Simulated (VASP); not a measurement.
# SrTiO3 (Pm-3m) in VASP: notebook

SrTiO3 is run at these levels: PBE; tasks: single point, relaxation of cell and atoms.

Program: VASP 6.6.1. These are calculated values, not measurements. Logs are shortened: lines on timing, memory, paths and dates and some standing lists are left out, and cuts for length are marked.

**1. The cell of the first run**

Symmetry: Pm-3m, No. 221, cubic system. Conventional cell: a = 3.900 Å, b = 3.900 Å, c = 3.900 Å, α = 90.00°, β = 90.00°, γ = 90.00°. Within 3.6 Å of Sr (site symmetry m-3m) lie 12 O at 2.76 Å and 8 Ti at 3.38 Å. Within 2.6 Å of Ti (site symmetry m-3m) lie 6 O at 1.95 Å. O (site symmetry 4/mmm) has 2 Ti at 1.95 Å within 2.6 Å.

**2. Single point, PBE**

INCAR

```
PREC = Accurate
ENCUT = 600
EDIFF = 1E-6
ISMEAR = 0
SIGMA = 0.02
LREAL = False
LASPH = True
NELM = 120
ALGO = Normal
ISIF = 2
LWAVE = False
LCHARG = False
GGA = PE
NBANDS = 28
GGA_COMPAT = False
```

KPOINTS

```
regular mesh
0
Gamma
  10 10 10
```

POSCAR

```
SrTiO3
1.0
    3.9004031784      0.0000000000      0.0000000000
    0.0000000000      3.9004031784      0.0000000000
    0.0000000000      0.0000000000      3.9004031784
Sr Ti O
1 1 3
Direct
    0.5000000000      0.5000000000      0.5000000000
    0.0000000000      0.0000000000      0.0000000000
    0.5000000000      0.0000000000      0.0000000000
    0.0000000000      0.5000000000      0.0000000000
    0.0000000000      0.0000000000      0.5000000000
```

Potentials or basis: VASP PAW PBE potentials, release 64 (Sr_sv, Ti_sv, O).

Launch:

```sh
$ cat potpaw_PBE.64/Sr_sv/POTCAR potpaw_PBE.64/Ti_sv/POTCAR potpaw_PBE.64/O/POTCAR > POTCAR
$ mpirun -np 1 vasp_std > vasp.out
```

OUTCAR:

```text
PREC = Accurate
   ENCUT = 600
   EDIFF = 1E-6
   ISMEAR = 0
   LREAL = False
   LASPH = True
   NELM = 120
   ISIF = 2
   GGA = PE

 ion  position               nearest neighbor table
   1  0.500  0.500  0.500-   3 2.76   4 2.76   5 2.76   3 2.76   4 2.76   3 2.76   5 2.76   3 2.76
                             4 2.76   5 2.76   4 2.76   5 2.76   2 3.38   2 3.38   2 3.38   2 3.38
   2  0.000  0.000  0.000-   3 1.95   4 1.95   5 1.95   5 1.95   4 1.95   3 1.95   1 3.38   1 3.38
                             1 3.38   1 3.38   1 3.38   1 3.38   1 3.38   1 3.38
   3  0.500  0.000  0.000-   2 1.95   2 1.95   1 2.76   1 2.76   1 2.76   1 2.76
   4  0.000  0.500  0.000-   2 1.95   2 1.95   1 2.76   1 2.76   1 2.76   1 2.76
   5  0.000  0.000  0.500-   2 1.95   2 1.95   1 2.76   1 2.76   1 2.76   1 2.76

  LATTYP: Found a simple cubic cell.
 ALAT       =     3.9004031784

  Lattice vectors:

 A1 = (   3.9004031784,   0.0000000000,   0.0000000000)
 A2 = (   0.0000000000,   3.9004031784,   0.0000000000)
 A3 = (   0.0000000000,   0.0000000000,   3.9004031784)

Analysis of symmetry for initial positions (statically):
=====================================================================
 Subroutine PRICEL returns:
 Original cell was already a primitive cell.

 Routine SETGRP: Setting up the symmetry group for a
 simple cubic supercell.

 Subroutine GETGRP returns: Found 48 space group operations
 (whereof 48 operations were pure point group operations)
 out of a pool of 48 trial point group operations.

The static configuration has the point symmetry O_h .

Analysis of symmetry for dynamics (positions and initial velocities):
=====================================================================
 Subroutine PRICEL returns:
 Original cell was already a primitive cell.

 Routine SETGRP: Setting up the symmetry group for a
 simple cubic supercell.

 Subroutine GETGRP returns: Found 48 space group operations
 (whereof 48 operations were pure point group operations)
 out of a pool of 48 trial point group operations.

The dynamic configuration has the point symmetry O_h .

 Subroutine INISYM returns: Found 48 space group operations
 (whereof 48 operations are pure point group operations),
 and found     1 'primitive' translations

----------------------------------------------------------------------------------------

                                     Primitive cell

  volume of cell :      59.3374

  direct lattice vectors                    reciprocal lattice vectors
     3.900403178  0.000000000  0.000000000     0.256383752  0.000000000  0.000000000
     0.000000000  3.900403178  0.000000000     0.000000000  0.256383752  0.000000000
     0.000000000  0.000000000  3.900403178     0.000000000  0.000000000  0.256383752

  length of vectors
     3.900403178  3.900403178  3.900403178     0.256383752  0.256383752  0.256383752

  position of ions in fractional coordinates (direct lattice)
     0.500000000  0.500000000  0.500000000
     0.000000000  0.000000000  0.000000000
     0.500000000  0.000000000  0.000000000
     0.000000000  0.500000000  0.000000000
     0.000000000  0.000000000  0.500000000

  ion indices of the primitive-cell ions
   primitive index   ion index
                 1           1
                 2           2
                 3           3
                 4           4
                 5           5

----------------------------------------------------------------------------------------

 KPOINTS: regular mesh

Automatic generation of k-mesh.
 Grid dimensions read from file:
 generate k-points for:   10   10   10

 Generating k-lattice:

  Cartesian coordinates                     Fractional coordinates (reciprocal lattice)
     0.025638375  0.000000000  0.000000000     0.100000000  0.000000000  0.000000000
     0.000000000  0.025638375  0.000000000     0.000000000  0.100000000  0.000000000
     0.000000000  0.000000000  0.025638375     0.000000000  0.000000000  0.100000000

  Length of vectors
     0.025638375  0.025638375  0.025638375

  Shift w.r.t. Gamma in fractional coordinates (k-lattice)
     0.000000000  0.000000000  0.000000000

 Subroutine IBZKPT returns following result:
 ===========================================

 Found     56 irreducible k-points:

 Following reciprocal coordinates:
            Coordinates               Weight
  0.000000  0.000000  0.000000      1.000000
  0.100000  0.000000  0.000000      6.000000
  0.200000  0.000000  0.000000      6.000000
  0.300000  0.000000  0.000000      6.000000
  0.400000  0.000000  0.000000      6.000000
  0.500000  0.000000  0.000000      3.000000
[... 16 lines left out ...]
  0.200000  0.100000  0.100000     24.000000
  0.300000  0.100000  0.100000     24.000000
 [... further k-points ...]
   k-points           NKPTS =     56   k-points in BZ     NKDIM =     56   number of bands    NBANDS=     28
   number of dos      NEDOS =    301   number of ions     NIONS =      5
   total plane-waves  NPLWV =  32768
   dimension x,y,z NGX =    32 NGY =   32 NGZ =   32
   dimension x,y,z NGXF=    64 NGYF=   64 NGZF=   64
   ions per type =               1   1   3
   NGX,Y,Z   is equivalent  to a cutoff of  13.64, 13.64, 13.64 a.u.
   NGXF,Y,Z  is equivalent  to a cutoff of  27.28, 27.28, 27.28 a.u.
 SYSTEM =  unknown system
   PREC   = accura    normal or accurate (medium, high low for compatibility)
   ISTART =      0    job   : 0-new  1-cont  2-samecut
   ICHARG =      2    charge: 1-file 2-atom 10-const
   ISPIN  =      1    spin polarized calculation?
   LNONCOLLINEAR =      F non collinear calculations
   LSORBIT =      F    spin-orbit coupling
   LASPH  =      T    aspherical Exc in radial PAW
   ENCUT  =  600.0 eV  44.10 Ry    6.64 a.u.   7.79  7.79  7.79*2*pi/ulx,y,z
   NELM   =    120;   NELMIN=  2; NELMDL= -5     # of ELM steps
   EDIFF  = 0.1E-05   stopping-criterion for ELM
   LREAL  =      F    real-space projection
   EDIFFG = 0.1E-04   stopping-criterion for IOM
   NSW    =      0    number of steps for IOM
   IBRION =     -1    ionic relax: 0-MD 1-quasi-New 2-CG
   NFREE  =      0    steps in history (QN), initial steepest desc. (CG)
   ISIF   =      2    stress and relaxation
   ISYM   =      2    0-nonsym 1-usesym 2-fastsym
   POTIM  = 0.5000    time-step for ionic-motion
   TEBEG  =    0.0;   TEEND  =   0.0 temperature during run
   PSTRESS=    0.0 pullay stress
   NELECT =      40.0000    total number of electrons
   NUPDOWN=      -1.0000    fix difference up-down
   EMIN   =  10.00;   EMAX   =-10.00  energy-range for DOS
   EFERMI =   0.00;   METHOD = LEGACY
   ISMEAR =     0;   SIGMA  =   0.02  broadening in eV -4-tet -1-fermi 0-gaus
   EFERMI_NEDOS =   21; number of points for ismear=-14 and -15
   IALGO  =     38    algorithm
   IMIX   =      4    mixing-type and parameters
     AMIX     =   0.40;   BMIX     =  1.00
     AMIX_MAG =   1.60;   BMIX_MAG =  1.00
  volume/ion in A,a.u.               =      11.87        80.09
  Fermi-wavevector in a.u.,A,eV,Ry     =   1.435441  2.712590 28.034678  2.060491
  Thomas-Fermi vector in A             =   2.554739
   LORBIT       =      0    0 simple, 1 ext, 2 COOP (PROOUT), +10 PAW based schemes
   GGA     = PE    functional components
   LHFCALC =     F    Hartree Fock is set to
   AEXX    =    0.0000 exact exchange contribution
   IVDW    =     0    specifies the selected vdW correction
   LEPSILON=     F    determine dielectric tensor
   LRPA    =     F    only Hartree local field effects (RPA)
 non-spin polarized calculation
 Gauss-broadening in eV      SIGMA  =   0.02
  energy-cutoff  :      600.00
  volume of cell :       59.34
 maximum number of plane-waves:      2000
 NGX is ok and might be reduce to    32
   NGX = 15   NGY = 15   NGZ = 15

 number of electron      39.9999980 magnetization

 Free energy of the ion-electron system (eV)
  ---------------------------------------------------
  ext. energy  EPLUGINS =         0.00000000
  ---------------------------------------------------
  free energy    TOTEN  =       -40.07613242 eV

  energy without entropy =      -40.07613242  energy(sigma->0) =      -40.07613242

 E-fermi :   4.2987     XC(G=0): -11.2893

 val. band max:        4.1926842251   @ k =   0.5000   0.5000   0.5000
 cond. band min:       6.0564339717   @ k =   0.0000   0.0000   0.0000
 fundamental gap:      1.8637497466
 Fermi energy:         4.2987193454

 k-point     1 :       0.0000    0.0000    0.0000
  band No.  band energies     occupation
      1     -52.2563      2.00000
      2     -28.5856      2.00000
      3     -28.5052      2.00000
      4     -28.5052      2.00000
      5     -28.5052      2.00000
      6     -13.2486      2.00000
[... 20 lines left out ...]
     27       9.6001      0.00000
     28      10.4370      0.00000

 k-point     2 :       0.1000    0.0000    0.0000
  band No.  band energies     occupation
      1     -52.2562      2.00000
      2     -28.5982      2.00000
      3     -28.5049      2.00000
      4     -28.5049      2.00000
      5     -28.4973      2.00000
      6     -13.2511      2.00000
[... 20 lines left out ...]
     27       9.7813      0.00000
     28      10.6772      0.00000

 k-point     3 :       0.2000    0.0000    0.0000
  band No.  band energies     occupation
      1     -52.2558      2.00000
      2     -28.6257      2.00000
      3     -28.5042      2.00000
      4     -28.5042      2.00000
      5     -28.4819      2.00000
      6     -13.2845      2.00000
[... 20 lines left out ...]
     27      10.2528      0.00000
     28      11.3552      0.00000

 k-point     4 :       0.3000    0.0000    0.0000
  band No.  band energies     occupation
      1     -52.2553      2.00000
      2     -28.6548      2.00000
      3     -28.5033      2.00000
      4     -28.5033      2.00000
      5     -28.4675      2.00000
      6     -13.3637      2.00000
[... 578 lines left out ...]
     27      10.0969      0.00000
     28      11.0426      0.00000

 k-point    23 :       0.2000    0.1000    0.1000
  band No.  band energies     occupation
      1     -52.2555      2.00000
      2     -28.6257      2.00000
      3     -28.5173      2.00000
      4     -28.5109      2.00000
      5     -28.4708      2.00000
      6     -13.2335      2.00000
[... 20 lines left out ...]
     27      10.5341      0.00000
     28      11.5193      0.00000

 k-point    24 :       0.3000    0.1000    0.1000
  band No.  band energies     occupation
      1     -52.2550      2.00000
      2     -28.6469      2.00000
      3     -28.5157      2.00000
      4     -28.5100      2.00000
      5     -28.4654      2.00000
      6     -13.2770      2.00000
[... 20 lines left out ...]
     27      11.1400      0.00000
     28      12.2156      0.00000

 [... further k-points ...]

------------------------ aborting loop because EDIFF is reached ----------------------------------------

  FORCE on cell =-STRESS in cart. coord.  units (eV):
  Direction    XX          YY          ZZ          XY          YZ          ZX
  --------------------------------------------------------------------------------------
  -------------------------------------------------------------------------------------
  Total        2.0266327      2.0266327      2.0266327      0.0000000      0.0000000     -0.0000000
  in kB       54.7213910     54.7213910     54.7213910      0.0000000      0.0000000     -0.0000000
  external PRESSURE =      54.7213910 kB  Pullay stress =       0.0000000 kB

 VOLUME and BASIS-vectors are now :
 -----------------------------------------------------------------------------
  energy-cutoff  :      600.00
  volume of cell :       59.34
      direct lattice vectors                 reciprocal lattice vectors
     3.900403178  0.000000000  0.000000000     0.256383752  0.000000000  0.000000000
     0.000000000  3.900403178  0.000000000     0.000000000  0.256383752  0.000000000
     0.000000000  0.000000000  3.900403178     0.000000000  0.000000000  0.256383752

 POSITION                                       TOTAL-FORCE (eV/Angst)
 -----------------------------------------------------------------------------------
      1.95020      1.95020      1.95020         0.000000      0.000000      0.000000
      0.00000      0.00000      0.00000         0.000000      0.000000      0.000000
      1.95020      0.00000      0.00000         0.000000      0.000000      0.000000
      0.00000      1.95020      0.00000         0.000000      0.000000      0.000000
      0.00000      0.00000      1.95020         0.000000      0.000000      0.000000
 -----------------------------------------------------------------------------------
    total drift:                                0.000000      0.000000     -0.000000

  FREE ENERGIE OF THE ION-ELECTRON SYSTEM (eV)
  ---------------------------------------------------
  free  energy   TOTEN  =       -40.0761324174 eV

  energy  without entropy=      -40.0761324174  energy(sigma->0) =      -40.07613242
```

It took 2.4 min on 1 thread of Intel Xeon 8259CL, shared host; peak memory 0.26 GiB.

What came out:

| Quantity | Value |
| --- | --- |
| Free energy | -40.0761 eV |
| Pressure | 5.5 GPa |
| Band gap on the k mesh | 1.86 eV (least direct gap 2.22 eV) |

Levels at points of the mesh, in eV from the valence-band top:
| k point | band 17 | band 18 | band 19 | band 20 | band 21 | band 22 | band 23 | band 24 |
| --- | --- | --- | --- | --- | --- | --- | --- | --- |
| (0.00, 0.00, 0.00) | -1.18 | -0.35 | -0.35 | -0.35 | 1.86 | 1.86 | 1.86 | 4.33 |
| (0.50, 0.00, 0.00) | -2.36 | -2.00 | -0.73 | -0.73 | 2.04 | 3.80 | 3.80 | 4.35 |
| (0.50, 0.50, 0.00) | -1.72 | -1.57 | -1.57 | -0.09 | 3.81 | 3.81 | 4.26 | 5.32 |
| (0.50, 0.50, 0.50) | -3.75 | 0.00 | 0.00 | 0.00 | 4.48 | 4.48 | 4.48 | 6.96 |

Caveat: the cell stands under pressure. A k mesh can miss the band edges.

**3. Relaxation of cell and atoms, PBE, target pressure 5 GPa, at which the enthalpy is minimised**

This run uses another cell than the first one, of 11.91 Å³/atom.

INCAR

```
PREC = Accurate
ENCUT = 600
EDIFF = 1E-7
ISMEAR = 0
SIGMA = 0.02
LREAL = False
LASPH = True
NELM = 120
ALGO = Normal
ISIF = 3
LWAVE = False
LCHARG = False
GGA = PE
IBRION = 2
NSW = 100
EDIFFG = -0.002
PSTRESS = 50.0
GGA_COMPAT = False
NELMIN = 4
```

KPOINTS

```
Automatic mesh
0
Gamma
  10 10 10
```

Changes to POSCAR since step 2:

```diff
@@ -2,5 +2,5 @@
 1.0
-    3.9004031784      0.0000000000      0.0000000000
-    0.0000000000      3.9004031784      0.0000000000
-    0.0000000000      0.0000000000      3.9004031784
+    3.9052800000      0.0000000000      0.0000000000
+    0.0000000000      3.9052800000      0.0000000000
+    0.0000000000      0.0000000000      3.9052800000
 Sr Ti O
```

Potentials or basis: VASP PAW PBE potentials, release 64 (Sr_sv, Ti_sv, O).

Launch:

```sh
$ cat potpaw_PBE.64/Sr_sv/POTCAR potpaw_PBE.64/Ti_sv/POTCAR potpaw_PBE.64/O/POTCAR > POTCAR
$ mpirun -np 1 vasp_std > vasp.out
```

Wall time 4.7 min (1 thread of Intel Xeon 8259CL, shared host); peak memory 0.26 GiB.

Results (log left out):

```
Free energy                                                : -40.0813 eV
Relaxed volume                                             : 11.90 Å³/atom
Relaxed cell                                               : a = 3.904 Å, b = 3.904 Å, c = 3.904 Å, α = 90.00°, β = 90.00°, γ = 90.00°
Space group after relaxing (to 0.1 Å)                      : Pm-3m (No. 221)
Energy change on relaxing (the run minimises the enthalpy) : +0.5 meV/atom
Ionic steps                                                : 3
Pressure after relaxing                                    : 5.0 GPa
Band gap on the k mesh                                     : 1.86 eV (least direct gap 2.21 eV)
```

The path:
| step | energy change (eV) | largest force (eV/Å) | pressure (GPa) | volume (Å³) |
| --- | --- | --- | --- | --- |
| 1 | 0.0000 | 0.0000 | 4.75 | 59.56 |
| 2 | 0.0051 | 0.0000 | 5.27 | 59.40 |
| 3 | 0.0024 | 0.0000 | 5.00 | 59.48 |

Final structure:
```
Sr Ti O
1.0
     3.90355    0.00000    0.00000
     0.00000    3.90355    0.00000
     0.00000    0.00000    3.90355
Sr Ti O
1 1 3
Direct
  0.50000 0.50000 0.50000
  0.00000 0.00000 0.00000
  0.50000 0.00000 0.00000
  0.00000 0.50000 0.00000
  0.00000 0.00000 0.50000
```

Levels at points of the mesh, in eV from the valence-band top:
| k point | band 17 | band 18 | band 19 | band 20 | band 21 | band 22 | band 23 | band 24 |
| --- | --- | --- | --- | --- | --- | --- | --- | --- |
| (0.00, 0.00, 0.00) | -1.17 | -0.35 | -0.35 | -0.35 | 1.86 | 1.86 | 1.86 | 4.31 |
| (0.50, 0.00, 0.00) | -2.35 | -1.99 | -0.73 | -0.73 | 2.03 | 3.79 | 3.79 | 4.33 |
| (0.50, 0.50, 0.00) | -1.72 | -1.57 | -1.57 | -0.09 | 3.79 | 3.79 | 4.25 | 5.30 |
| (0.50, 0.50, 0.50) | -3.74 | 0.00 | 0.00 | 0.00 | 4.47 | 4.47 | 4.47 | 6.95 |

Caveat: the cell is relaxed towards a set pressure, so the run minimises the enthalpy, not the energy. A k mesh can miss the band edges.
